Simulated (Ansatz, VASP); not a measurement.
## W: VASP beside Ansatz

The input POSCAR:

```
W
1.0
   -1.6611920000      1.6611920000      1.5973000000
    1.6611920000     -1.6611920000      1.5973000000
    1.6611920000      1.6611920000     -1.5973000000
W
1
Direct
    0.0000000000      0.0000000000      0.0000000000
```

Contents of INCAR.step1:

```
ALGO     = Normal         # electronic algorithm
EDIFF    = 1E-4           # SCF threshold, eV
ENCUT    = 520            # plane-wave cutoff, eV
GGA      = PE             # functional
ISMEAR   = 0              # smearing method
LASPH    = T              # aspherical terms in the spheres
LCHARG   = F              # write CHGCAR
LREAL    = F              # projectors in reciprocal space
LWAVE    = T              # write WAVECAR
NBANDS   = 13             # bands
NELM     = 60             # most SCF steps
PREC     = Accurate       # precision mode
SIGMA    = 0.15           # smearing width, eV
```

INCAR.step2

```
ALGO     = Normal         # electronic algorithm
EDIFF    = 1E-6           # SCF threshold, eV
ENCUT    = 520            # plane-wave cutoff, eV
ISIF     = 2              # what is computed and relaxed
ISMEAR   = 0              # smearing method
ISTART   = 1            
LASPH    = T              # aspherical terms in the spheres
LCHARG   = F              # write CHGCAR
LMIXTAU  = T            
LREAL    = F              # projectors in reciprocal space
LWAVE    = F              # write WAVECAR
METAGGA  = R2SCAN         # meta-GGA
NBANDS   = 13             # bands
NELM     = 60             # most SCF steps
PREC     = Accurate       # precision mode
SIGMA    = 0.15           # smearing width, eV
```

File KPOINTS:

```
k-points
0
Gamma
  14 14 14
```

Input for Ansatz:

```yaml
crystal:
  lattice:
    - [-1.661192, 1.661192, 1.5973]
    - [1.661192, -1.661192, 1.5973]
    - [1.661192, 1.661192, -1.5973]
  atoms:
    - { symbol: W, position: [0.0, 0.0, 0.0] }
basis:
  ecutwfc: 500
kpoints:
  mp_grid: { grid: [14, 14, 14] }
hamiltonian:
  xc: r2scan
scf:
  occupations: { method: gaussian, width: 0.15 }
output:
  forces: true
  stress: true
  eigenvalues: true
```

Change from the starting cell: strain +0.040 along x and y, +0.000 along z, atoms carried along.

Alike in both runs: task single point; functional r2SCAN; k mesh 14 × 14 × 14; occupations gaussian, width 0.15 eV; no spin polarisation.

|  | VASP | Ansatz |
| --- | --- | --- |
| version | VASP 6.6.1 | Ansatz 0.2.0 |
| potentials or method | VASP PAW PBE potentials, release 64 (W_sv), cutoff 520 eV | scalar-relativistic, plane waves, PAW |
| valence electrons in the cell | 14 | 14 |

VASP gave:

* gap on the k mesh at the Fermi level (eV): none
* pressure (GPa): -25.5
* traceless stress, the component that is largest in VASP (GPa): 7.40

Estimate Ansatz's values.

gap on the k mesh at the Fermi level (eV): none; pressure (GPa): -26.2; traceless stress, the component that is largest in VASP (GPa): 7.41.

VASP's potentials were made for PBE, not for r2SCAN. A gap of «none» marks a metal or a gap that the smearing closes.

Spin-orbit coupling is off throughout.
